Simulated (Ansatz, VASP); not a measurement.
**One calculation of MgO, two programs**

```
CELL_PARAMETERS angstrom
0.00000 2.05952 2.09294
2.05952 0.00000 2.09294
2.05952 2.05952 0.00000
ATOMIC_POSITIONS crystal
Mg 0.00000 0.00000 0.00000
O 0.50000 0.50000 0.50000
```

Alike in both runs: task single point; functional LDA; k mesh 8 × 8 × 8; no spin polarisation.

|  | VASP | Ansatz |
| --- | --- | --- |
| version | VASP 6.6.1 | Ansatz 0.2.0 |
| potentials or method | VASP PAW LDA potentials, release 64 (Mg_sv, O), cutoff 840 eV | scalar-relativistic, plane waves, PAW |
| occupations | gaussian, width 0.01 eV | fixed |
| valence electrons in the cell | 16 | 16 |

|  | VASP | Ansatz | Ansatz less VASP |
| --- | --- | --- | --- |
| gap on the k mesh at the Fermi level (eV) | 5.16 | 5.15 | -0.006 |
| least direct gap on the mesh (eV) | 5.16 | 5.15 | -0.006 |
| pressure (GPa) | 3.1 | 2.6 | -0.49 |
| traceless stress, the component that is largest in VASP (GPa) | -2.67 | -2.58 | +0.091 |

Ansatz warns that its potentials were made for another functional, while VASP's fit it. LDA's correlation is that of Perdew and Zunger in VASP and of Perdew and Wang (1992) in Ansatz.
